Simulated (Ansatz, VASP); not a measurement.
**CsCl: VASP beside Ansatz**

```
Cs Cl
1.0
     4.08402    0.00000    0.00000
     0.00000    4.08402    0.00000
     0.00000    0.00000    4.08402
Cs Cl
1 1
Direct
  0.00000 0.00000 0.00000
  0.50000 0.50000 0.50000
```

Alike in both runs: functional r2SCAN; k mesh 8 × 8 × 8; occupations fermi-dirac, width 0.02 eV; no spin polarisation.

Ansatz relaxed the structure, and its values are those at the end. VASP's run is a single point on that final structure, the one shown.

|  | VASP | Ansatz |
| --- | --- | --- |
| version | VASP 6.6.1 | Ansatz 0.2.0 |
| potentials or method | VASP PAW PBE potentials, release 64 (Cs_sv, Cl), cutoff 550 eV | PAW plane waves |
| valence electrons in the cell | 16 | 16 |

Ansatz gave:

```
gap on the k mesh at the Fermi level (eV) : 5.87
pressure (GPa)                            : 0.8
```

Q: What did VASP give for the same quantities?

A: gap on the k mesh at the Fermi level (eV): 5.87; pressure (GPa): 0.9.

VASP's potentials were made for PBE, not for r2SCAN. Ansatz's warnings: stress scf threshold loose.

Neither program's run includes spin-orbit coupling.
